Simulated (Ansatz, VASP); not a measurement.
## Two plane-wave programs on Si63O

```
O Si
1.0
     6.65089    6.65089    3.84477
    -9.97633    3.32544    1.92239
     3.32544   -9.97633    9.61193
O Si
1 63
Direct
  0.06471 0.83404 0.93287
  0.37390 0.70886 0.70697
  0.13875 0.70981 0.20678
  0.63376 0.45558 0.45521
  0.89090 0.20014 0.20157
  0.38477 0.45661 0.95586
  0.63584 0.20079 0.70714
  0.13316 0.45673 0.45552
  0.39033 0.21271 0.20120
  0.13368 0.20028 0.70216
  0.88538 0.95533 0.44824
  0.63827 0.96482 0.95668
  0.87609 0.69910 0.70696
  0.38377 0.95591 0.46270
  0.63149 0.71411 0.20250
  0.88473 0.45694 0.95443
  0.11927 0.55214 0.04586
  0.36528 0.29501 0.79581
  0.62099 0.04580 0.54656
  0.12208 0.29726 0.29708
  0.34949 0.06346 0.03441
  0.11602 0.04439 0.54159
  0.87085 0.80131 0.28474
  0.60966 0.79950 0.79548
  0.86663 0.54494 0.54641
  0.36921 0.80224 0.30076
  0.61481 0.54652 0.04771
  0.09502 0.77835 0.81467
  0.36629 0.55088 0.54762
  0.87069 0.28857 0.79995
  0.62377 0.30102 0.29430
  0.88158 0.04364 0.03925
  0.07336 0.13848 0.96302
  0.27672 0.88705 0.72154
  0.54841 0.63835 0.45834
  0.05547 0.88629 0.19201
  0.30003 0.63916 0.95683
  0.04414 0.63782 0.45649
  0.80454 0.38557 0.20479
  0.54188 0.37937 0.70418
  0.79445 0.13454 0.45306
  0.30081 0.39462 0.20958
  0.54807 0.14387 0.95785
  0.04153 0.37682 0.70515
  0.29616 0.13316 0.45299
  0.79738 0.88464 0.70809
  0.53594 0.89210 0.20307
  0.78367 0.62717 0.95179
  0.20076 0.60812 0.79616
  0.45352 0.36637 0.54447
  0.70717 0.11807 0.29228
  0.20877 0.37490 0.04948
  0.45416 0.11599 0.79623
  0.21329 0.11732 0.29076
  0.96153 0.85167 0.02294
  0.71391 0.86868 0.54561
  0.95801 0.62142 0.29437
  0.44520 0.88143 0.04206
  0.69288 0.61336 0.79325
  0.20182 0.86831 0.55426
  0.46155 0.62575 0.29897
  0.95525 0.36540 0.54570
  0.71055 0.37271 0.04781
  0.96997 0.11098 0.80065
```

Alike in both runs: task single point; functional PBE; k mesh 1 × 1 × 1; occupations gaussian, width 0.05 eV; collinear spin.

|  | VASP | Ansatz |
| --- | --- | --- |
| version | VASP 6.6.1 | Ansatz 0.2.0 |
| potentials or method | VASP PAW PBE potentials, release 64 (O, Si), cutoff 520 eV | scalar-relativistic, plane waves, PAW |
| valence electrons in the cell | 258 | 258 |

Ansatz gave:

| Quantity | Value |
| --- | --- |
| gap on the k mesh at the Fermi level (eV) | 0.87 |
| rms of the force components (eV/Å) | 0.005 |
| net moment per atom (μB) | 0.00 |

Q: Which values does VASP return?

A: gap on the k mesh at the Fermi level (eV): 0.87; rms of the force components (eV/Å): 0.006; net moment per atom (μB): 0.00.

Atom by atom the forces differ by 0.004 eV/Å (rms over components). The functional is the same, so the differences come from potentials, cutoffs and numerics. Ansatz's warnings: stability check not made.
